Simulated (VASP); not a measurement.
Pd:

```
CELL_PARAMETERS angstrom
0.00000 1.94650 1.94650
1.94650 0.00000 1.94650
1.94650 1.94650 0.00000
ATOMIC_POSITIONS crystal
Pd 0.00000 0.00000 0.00000
```

```yaml
Program: VASP 6.6.1
Task: relaxation of volume and atoms at fixed shape
Functional: PBEsol
Potentials_or_basis: VASP PAW PBE potentials, release 64 (Pd)
Cutoff: 600 eV
k_mesh: 9 × 9 × 9
Occupations: fermi-dirac, width 0.1 eV
Spin: no spin polarisation
```

At the start: pressure -2.9 GPa; volume 14.75 Å³/atom.

**Question.** Where does the relaxation end?

**Answer.** Over 3 steps the energy falls by 2.0 meV/atom and the volume is 14.53 Å³/atom (-1.5 %); space group Fm-3m (No. 225, to 0.05 Å).

The path:
```tsv
step	energy change (eV)	largest force (eV/Å)	pressure (GPa)	volume (Å³)
1	0.0000	0.0000	-2.91	14.75
2	0.0036	0.0000	5.31	14.19
3	-0.0020	0.0000	-0.01	14.53
```

Final structure:
```
Pd
1.0
     0.00000    1.93695    1.93695
     1.93695    0.00000    1.93695
     1.93695    1.93695    0.00000
Pd
1
Direct
  0.00000 0.00000 0.00000
```

Caveat: the PAW data sets were made with another functional, which shifts forces and pressure a little.
